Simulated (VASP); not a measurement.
# SnS (Pnma) in VASP: relaxation of the atoms with PBE

Aim: the relaxation of the atoms of SnS with PBE.

Everything below comes from runs of VASP 6.6.1. Logs are shortened: lines on timing, memory, paths and dates and some standing lists are left out, and cuts for length are marked.

## 1. The cell of the first run

The structure is orthorhombic, space group Pnma (No. 62). The conventional cell has a = 11.457 Å, b = 4.024 Å, c = 4.452 Å, α = 90.00°, β = 90.00°, γ = 90.00°. Sn (site symmetry m) has 6 S at 2.66 to 3.48 Å and 2 Sn at 3.63 Å within 3.7 Å. S (site symmetry m) has 6 Sn at 2.66 to 3.48 Å within 3.5 Å.

## 2. Relaxation of the atoms, PBE

INCAR reads:

```
SYSTEM = SnS
PREC = Accurate
ENCUT = 450
EDIFF = 1E-7
ISMEAR = 0
SIGMA = 0.01
LREAL = .FALSE.
LASPH = .TRUE.
NELM = 120
ALGO = Normal
ISIF = 2
LWAVE = .FALSE.
LCHARG = .FALSE.
GGA = PE
IBRION = 2
NSW = 100
EDIFFG = -0.03
ISYM = 0
GGA_COMPAT = .FALSE.
NELMIN = 4
```

KPOINTS reads:

```
Automatic mesh
0
Gamma
  1 2 2
  0.25 0.25 0.25
```

POSCAR reads:

```
SnS
1.0
   11.4573676800      0.0000000000      0.0000000000
    0.0000000000      4.0242540550      0.0000000000
    0.0000000000      0.0000000000      4.4524883600
Sn S
4 4
Direct
    0.6217853700      0.2500000000      0.3703933400
    0.3782146300      0.7500000000      0.6296066600
    0.8782146300      0.7500000000      0.8703933400
    0.1217853700      0.2500000000      0.1296066600
    0.3498129500      0.2500000000      0.0223221800
    0.6501870500      0.7500000000      0.9776778200
    0.1501870500      0.7500000000      0.5223221800
    0.8498129500      0.2500000000      0.4776778200
```

Potentials or basis: VASP PAW PBE potentials, release 64 (Sn_d, S).

Run with:

```
cat potpaw_PBE.64/Sn_d/POTCAR potpaw_PBE.64/S/POTCAR > POTCAR
mpirun -np 1 vasp_std > vasp.out
```

OUTCAR:

```text
SYSTEM = SnS
   PREC = Accurate
   ENCUT = 450
   EDIFF = 1E-7
   ISMEAR = 0
   LREAL = .FALSE.
   LASPH = .TRUE.
   NELM = 120
   ISIF = 2
   GGA = PE
   IBRION = 2
   NSW = 100
   EDIFFG = -0.03
   ISYM = 0
   NELMIN = 4

 ion  position               nearest neighbor table
   1  0.622  0.250  0.370-   8 2.66   6 2.69   6 2.69   2 3.63   2 3.63
   2  0.378  0.750  0.630-   7 2.66   5 2.69   5 2.69   1 3.63   1 3.63
   3  0.878  0.750  0.870-   6 2.66   8 2.69   8 2.69   4 3.63   4 3.63
   4  0.122  0.250  0.130-   5 2.66   7 2.69   7 2.69   3 3.63   3 3.63
   5  0.350  0.250  0.022-   4 2.66   2 2.69   2 2.69
   6  0.650  0.750  0.978-   3 2.66   1 2.69   1 2.69
   7  0.150  0.750  0.522-   2 2.66   4 2.69   4 2.69
   8  0.850  0.250  0.478-   1 2.66   3 2.69   3 2.69

IMPORTANT INFORMATION: All symmetrisations will be switched off!
NOSYMM: (Re-)initialisation of all symmetry stuff for point group C_1.

----------------------------------------------------------------------------------------

                                     Primitive cell

  volume of cell :     205.2925

  direct lattice vectors                    reciprocal lattice vectors
    11.457367680  0.000000000  0.000000000     0.087280083  0.000000000  0.000000000
     0.000000000  4.024254055  0.000000000     0.000000000  0.248493258  0.000000000
     0.000000000  0.000000000  4.452488360     0.000000000  0.000000000  0.224593512

  length of vectors
    11.457367680  4.024254055  4.452488360     0.087280083  0.248493258  0.224593512

  position of ions in fractional coordinates (direct lattice)
     0.621785370  0.250000000  0.370393340
     0.378214630  0.750000000  0.629606660
     0.878214630  0.750000000  0.870393340
     0.121785370  0.250000000  0.129606660
     0.349812950  0.250000000  0.022322180
     0.650187050  0.750000000  0.977677820
     0.150187050  0.750000000  0.522322180
     0.849812950  0.250000000  0.477677820

  ion indices of the primitive-cell ions
   primitive index   ion index
                 1           1
                 2           2
                 3           3
                 4           4
                 5           5
                 6           6
                 7           7
                 8           8

----------------------------------------------------------------------------------------

 KPOINTS: Automatic mesh

Automatic generation of k-mesh.
 Grid dimensions read from file:
 generate k-points for:    1    2    2

 Generating k-lattice:

  Cartesian coordinates                     Fractional coordinates (reciprocal lattice)
     0.087280083  0.000000000  0.000000000     1.000000000  0.000000000  0.000000000
     0.000000000  0.124246629  0.000000000     0.000000000  0.500000000  0.000000000
     0.000000000  0.000000000  0.112296756     0.000000000  0.000000000  0.500000000

  Length of vectors
     0.087280083  0.124246629  0.112296756

  Shift w.r.t. Gamma in fractional coordinates (k-lattice)
     0.250000000  0.250000000  0.250000000

 Subroutine IBZKPT returns following result:
 ===========================================

 Found     16 irreducible k-points:

 Following reciprocal coordinates:
            Coordinates               Weight
  0.250000  0.125000  0.125000      2.000000
 -0.250000  0.125000 -0.125000      2.000000
 -0.250000 -0.125000  0.125000      2.000000
  0.250000 -0.125000 -0.125000      2.000000
  0.250000 -0.375000  0.125000      2.000000
 -0.250000 -0.375000 -0.125000      2.000000
[... 8 lines left out ...]
 -0.250000  0.375000 -0.375000      2.000000
  0.250000  0.375000  0.375000      2.000000
   k-points           NKPTS =     16   k-points in BZ     NKDIM =     16   number of bands    NBANDS=     48
   number of dos      NEDOS =    301   number of ions     NIONS =      8
   total plane-waves  NPLWV =  71680
   dimension x,y,z NGX =    80 NGY =   28 NGZ =   32
   dimension x,y,z NGXF=   160 NGYF=   56 NGZF=   64
   ions per type =               4   4
   NGX,Y,Z   is equivalent  to a cutoff of  11.61, 11.57, 11.95 a.u.
   NGXF,Y,Z  is equivalent  to a cutoff of  23.22, 23.13, 23.90 a.u.
 SYSTEM =  SnS
   PREC   = accura    normal or accurate (medium, high low for compatibility)
   ISTART =      0    job   : 0-new  1-cont  2-samecut
   ICHARG =      2    charge: 1-file 2-atom 10-const
   ISPIN  =      1    spin polarized calculation?
   LNONCOLLINEAR =      F non collinear calculations
   LSORBIT =      F    spin-orbit coupling
   LASPH  =      T    aspherical Exc in radial PAW
   ENCUT  =  450.0 eV  33.07 Ry    5.75 a.u.  19.82  6.96  7.70*2*pi/ulx,y,z
   NELM   =    120;   NELMIN=  4; NELMDL= -5     # of ELM steps
   EDIFF  = 0.1E-06   stopping-criterion for ELM
   LREAL  =      F    real-space projection
   EDIFFG = -.3E-01   stopping-criterion for IOM
   NSW    =    100    number of steps for IOM
   IBRION =      2    ionic relax: 0-MD 1-quasi-New 2-CG
   NFREE  =      1    steps in history (QN), initial steepest desc. (CG)
   ISIF   =      2    stress and relaxation
   ISYM   =      0    0-nonsym 1-usesym 2-fastsym
   POTIM  = 0.5000    time-step for ionic-motion
   TEBEG  =    0.0;   TEEND  =   0.0 temperature during run
   PSTRESS=    0.0 pullay stress
   NELECT =      80.0000    total number of electrons
   NUPDOWN=      -1.0000    fix difference up-down
   EMIN   =  10.00;   EMAX   =-10.00  energy-range for DOS
   EFERMI =   0.00;   METHOD = LEGACY
   ISMEAR =     0;   SIGMA  =   0.01  broadening in eV -4-tet -1-fermi 0-gaus
   EFERMI_NEDOS =   21; number of points for ismear=-14 and -15
   IALGO  =     38    algorithm
   IMIX   =      4    mixing-type and parameters
     AMIX     =   0.40;   BMIX     =  1.00
     AMIX_MAG =   1.60;   BMIX_MAG =  1.00
  volume/ion in A,a.u.               =      25.66       173.17
  Fermi-wavevector in a.u.,A,eV,Ry     =   1.195769  2.259675 19.454461  1.429863
  Thomas-Fermi vector in A             =   2.331726
   LORBIT       =      0    0 simple, 1 ext, 2 COOP (PROOUT), +10 PAW based schemes
   GGA     = PE    functional components
   LHFCALC =     F    Hartree Fock is set to
   AEXX    =    0.0000 exact exchange contribution
   IVDW    =     0    specifies the selected vdW correction
   LEPSILON=     F    determine dielectric tensor
   LRPA    =     F    only Hartree local field effects (RPA)
 conjugate gradient relaxation of ions
 non-spin polarized calculation
 Gauss-broadening in eV      SIGMA  =   0.01
  energy-cutoff  :      450.00
  volume of cell :      205.29
 maximum number of plane-waves:      4465
   NGX = 39   NGY = 13   NGZ = 15

--------------------------------------- Ionic step        1  -------------------------------------------

 number of electron      80.0000002 magnetization

 Free energy of the ion-electron system (eV)
  ---------------------------------------------------
  ext. energy  EPLUGINS =         0.00000000
  ---------------------------------------------------
  free energy    TOTEN  =       -35.46924488 eV

  energy without entropy =      -35.46924488  energy(sigma->0) =      -35.46924488

------------------------ aborting loop because EDIFF is reached ----------------------------------------

  FORCE on cell =-STRESS in cart. coord.  units (eV):
  Direction    XX          YY          ZZ          XY          YZ          ZX
  --------------------------------------------------------------------------------------
  -------------------------------------------------------------------------------------
  Total       -0.2231981     -0.1975542      0.2445202      0.0000015     -0.0000048     -0.0000016
  in kB       -1.7419194     -1.5417850      1.9083249      0.0000117     -0.0000371     -0.0000126
  external PRESSURE =      -0.4584599 kB  Pullay stress =       0.0000000 kB

 VOLUME and BASIS-vectors are now :
 -----------------------------------------------------------------------------
  energy-cutoff  :      450.00
  volume of cell :      205.29
      direct lattice vectors                 reciprocal lattice vectors
    11.457367680  0.000000000  0.000000000     0.087280083  0.000000000  0.000000000
     0.000000000  4.024254055  0.000000000     0.000000000  0.248493258  0.000000000
     0.000000000  0.000000000  4.452488360     0.000000000  0.000000000  0.224593512

 POSITION                                       TOTAL-FORCE (eV/Angst)
 -----------------------------------------------------------------------------------
      7.12402      1.00606      1.64917        -0.020632      0.000001      0.028279
      4.33334      3.01819      2.80332         0.020562     -0.000001     -0.028258
     10.06203      3.01819      3.87542         0.020595     -0.000001      0.028250
      1.39534      1.00606      0.57707        -0.020500      0.000002     -0.028213
      4.00794      1.00606      0.09939        -0.005980      0.000001      0.033128
      7.44943      3.01819      4.35310         0.005967     -0.000001     -0.033164
      1.72075      3.01819      2.32563         0.005961     -0.000001      0.033136
      9.73662      1.00606      2.12685        -0.005972      0.000001     -0.033158
 -----------------------------------------------------------------------------------
    total drift:                                0.000025     -0.000000      0.000124

  FREE ENERGIE OF THE ION-ELECTRON SYSTEM (eV)
  ---------------------------------------------------
  free  energy   TOTEN  =       -35.4692448848 eV

  energy  without entropy=      -35.4692448848  energy(sigma->0) =      -35.46924488

--------------------------------------- Ionic step        2  -------------------------------------------

 number of electron      80.0000000 magnetization

 Free energy of the ion-electron system (eV)
  ---------------------------------------------------
  ext. energy  EPLUGINS =         0.00000000
  ---------------------------------------------------
  free energy    TOTEN  =       -35.46961368 eV

  energy without entropy =      -35.46961368  energy(sigma->0) =      -35.46961368

 E-fermi :   5.1037     XC(G=0):  -9.5561

 val. band max:        5.0532107259   @ k =   0.2500  -0.1250   0.3750
 cond. band min:       6.9355549901   @ k =  -0.2500  -0.3750  -0.1250
 fundamental gap:      1.8823442642
 Fermi energy:         5.1036673500

 k-point     1 :       0.2500    0.1250    0.1250
  band No.  band energies     occupation
      1     -15.7132      2.00000
      2     -15.7078      2.00000
      3     -15.6988      2.00000
      4     -15.6981      2.00000
      5     -15.6962      2.00000
      6     -15.6953      2.00000
[... 40 lines left out ...]
     47       9.3929      0.00000
     48       9.6719      0.00000

 k-point     2 :      -0.2500    0.1250   -0.1250
  band No.  band energies     occupation
      1     -15.7132      2.00000
      2     -15.7078      2.00000
      3     -15.6988      2.00000
      4     -15.6981      2.00000
      5     -15.6962      2.00000
      6     -15.6953      2.00000
[... 40 lines left out ...]
     47       9.3929      0.00000
     48       9.6719      0.00000

 k-point     3 :      -0.2500   -0.1250    0.1250
  band No.  band energies     occupation
      1     -15.7132      2.00000
      2     -15.7078      2.00000
      3     -15.6988      2.00000
      4     -15.6981      2.00000
      5     -15.6962      2.00000
      6     -15.6953      2.00000
[... 652 lines left out ...]
     47       9.8360      0.00000
     48      10.1097      0.00000

 k-point    16 :       0.2500    0.3750    0.3750
  band No.  band energies     occupation
      1     -15.7168      2.00000
      2     -15.7156      2.00000
      3     -15.7124      2.00000
      4     -15.7118      2.00000
      5     -15.6878      2.00000
      6     -15.6855      2.00000
[... 40 lines left out ...]
     47       9.8360      0.00000
     48      10.1097      0.00000

------------------------ aborting loop because EDIFF is reached ----------------------------------------

  FORCE on cell =-STRESS in cart. coord.  units (eV):
  Direction    XX          YY          ZZ          XY          YZ          ZX
  --------------------------------------------------------------------------------------
  -------------------------------------------------------------------------------------
  Total       -0.2473289     -0.2507428      0.1539822     -0.0000000      0.0000002      0.0000119
  in kB       -1.9302446     -1.9568885      1.2017332     -0.0000001      0.0000018      0.0000931
  external PRESSURE =      -0.8951333 kB  Pullay stress =       0.0000000 kB

 VOLUME and BASIS-vectors are now :
 -----------------------------------------------------------------------------
  energy-cutoff  :      450.00
  volume of cell :      205.29
      direct lattice vectors                 reciprocal lattice vectors
    11.457367680  0.000000000  0.000000000     0.087280083  0.000000000  0.000000000
     0.000000000  4.024254055  0.000000000     0.000000000  0.248493258  0.000000000
     0.000000000  0.000000000  4.452488360     0.000000000  0.000000000  0.224593512

 POSITION                                       TOTAL-FORCE (eV/Angst)
 -----------------------------------------------------------------------------------
      7.12303      1.00606      1.65054        -0.012029     -0.000000      0.016779
      4.33434      3.01819      2.80195         0.012045      0.000000     -0.016772
     10.06302      3.01819      3.87678         0.012029      0.000000      0.016769
      1.39435      1.00606      0.57571        -0.012053     -0.000000     -0.016757
      4.00765      1.00606      0.10099        -0.004701     -0.000000      0.022160
      7.44972      3.01819      4.35150         0.004703      0.000000     -0.022169
      1.72104      3.01819      2.32723         0.004723      0.000000      0.022166
      9.73633      1.00606      2.12526        -0.004718     -0.000000     -0.022176
 -----------------------------------------------------------------------------------
    total drift:                                0.000001      0.000000      0.000116

  FREE ENERGIE OF THE ION-ELECTRON SYSTEM (eV)
  ---------------------------------------------------
  free  energy   TOTEN  =       -35.4696136799 eV

  energy  without entropy=      -35.4696136799  energy(sigma->0) =      -35.46961368

 reached required accuracy - stopping structural energy minimisation
```

It took 4.3 min on 1 thread of Oxide Virtual Turin-like, shared host; peak memory 0.27 GiB.

What came out:

```yaml
Free_energy: -35.4696 eV
Energy_gained_by_relaxing: 0.0 meV/atom
Ionic_steps: 2
Pressure_after_relaxing: -0.1 GPa
Largest_force_after_relaxing: 0.023 eV/Å
Band_gap_on_the_k_mesh: 1.88 eV (least direct gap 2.11 eV)
```

Forces in eV/Å, atoms in the order of the input:
```
Sn  -0.012  0.000  0.017
Sn   0.012  0.000 -0.017
Sn   0.012  0.000  0.017
Sn  -0.012  0.000 -0.017
S   -0.005  0.000  0.022
S    0.005  0.000 -0.022
S    0.005  0.000  0.022
S   -0.005  0.000 -0.022
```

Step by step:
```tsv
step	energy change (eV)	largest force (eV/Å)	pressure (GPa)
1	0.0000	0.0350	-0.05
2	-0.0004	0.0227	-0.09
```

Final structure:
```xyz
8
Lattice="11.4574 0.0000 0.0000 0.0000 4.0243 0.0000 0.0000 0.0000 4.4525" Properties=species:S:1:pos:R:3 pbc="T T T"
Sn    7.1230    1.0061    1.6505
Sn    4.3343    3.0182    2.8020
Sn   10.0630    3.0182    3.8768
Sn    1.3944    1.0061    0.5757
S     4.0076    1.0061    0.1010
S     7.4497    3.0182    4.3515
S     1.7210    3.0182    2.3272
S     9.7363    1.0061    2.1253
```

Caveat: spin-orbit coupling is left out, which moves the levels of the heavy elements; a shifted mesh leaves out Γ, where band edges can lie.
